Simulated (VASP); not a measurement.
Input of a VASP 6.6.1 run:

INCAR

```
PREC = Accurate
ENCUT = 520
EDIFF = 1E-6
ISMEAR = 0
SIGMA = 0.05
LREAL = F
LASPH = T
NELM = 150
ALGO = Normal
ISIF = 2
LWAVE = F
LCHARG = F
ISPIN = 2
MAGMOM = 1.95 0 0 0
LORBIT = 11
LMAXMIX = 4
LDAU = T
LDAUTYPE = 2
LDAUL = 2 -1
LDAUU = 2 0
LDAUJ = 0 0
LDAUPRINT = 1
GGA = PE
NBANDS = 26
```

KPOINTS

```
Automatic mesh
0
Gamma
  4 4 4
```

POSCAR

```
OsI3
1.0
    5.5370319512      0.0000000000      0.0000000000
    0.0000000000      5.5370319512      0.0000000000
    0.0000000000      0.0000000000      5.5370319512
Os I
1 3
Direct
    0.0000000000      0.0000000000      0.0000000000
    0.5000000000      0.0000000000      0.0000000000
    0.0000000000      0.0000000000      0.5000000000
    0.0000000000      0.5000000000      0.0000000000
```

Potentials or basis: VASP PAW PBE potentials, release 64 (Os, I).

Command:

```sh
$ cat potpaw_PBE.64/Os/POTCAR potpaw_PBE.64/I/POTCAR > POTCAR
$ mpirun -np 1 vasp_std > vasp.out
```

Problem. What does it give for the net moment?

Solution. 2.50 μB per cell.

Problem. Predict the site moments.

Solution. Os +2.08; I +0.10 μB.

Eigenvalues of the final occupation matrices:
```csv
site,spin,trace,eigenvalues
site 1 d,1,4.09,0.64 0.64 0.93 0.93 0.93
site 1 d,2,2.03,0.29 0.29 0.29 0.58 0.58
```

Caveat: spin-orbit coupling is left out, which moves the levels of the heavy elements. The state reached can hang on the start; a lower one may exist.
